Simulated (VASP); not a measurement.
BN (Qingsongite), 2 atoms in the cell. It takes space group F-43m (No. 216, cubic). The conventional cell has a = 3.615 Å, b = 3.615 Å, c = 3.615 Å, α = 90.00°, β = 90.00°, γ = 90.00°. B (site symmetry -43m) has 4 N at 1.57 Å within 2.1 Å. N (site symmetry -43m) has 4 B at 1.57 Å within 2.1 Å. 

- Program: VASP 6.6.1
- Task: single point
- Functional: PBE
- Potentials or basis: VASP PAW PBE potentials, release 64 (B, N)
- Cutoff: 520 eV
- k mesh: 7 × 7 × 7
- Occupations: gaussian, width 0.01 eV
- Spin: no spin polarisation
- Dipole correction: no
- Further INCAR settings: ALGO = Normal; EDIFF = 1e-07; NBANDS = 11

Potentials or basis: VASP PAW PBE potentials, release 64 (B, N).

Run with:

```bash
$ cat potpaw_PBE.64/B/POTCAR potpaw_PBE.64/N/POTCAR > POTCAR
$ mpirun -np 1 vasp_std > vasp.out
```

Hardware: 1 thread of AMD EPYC 7R13 Processor (Zen 3) (shared host).

**Question.** Estimate the wall time of this run.

**Answer.** It took 3.7 s on 1 thread of AMD EPYC 7R13 Processor (Zen 3), with other jobs on the host, peak memory 0.08 GiB. Counts: scf iterations 13, k points 20.
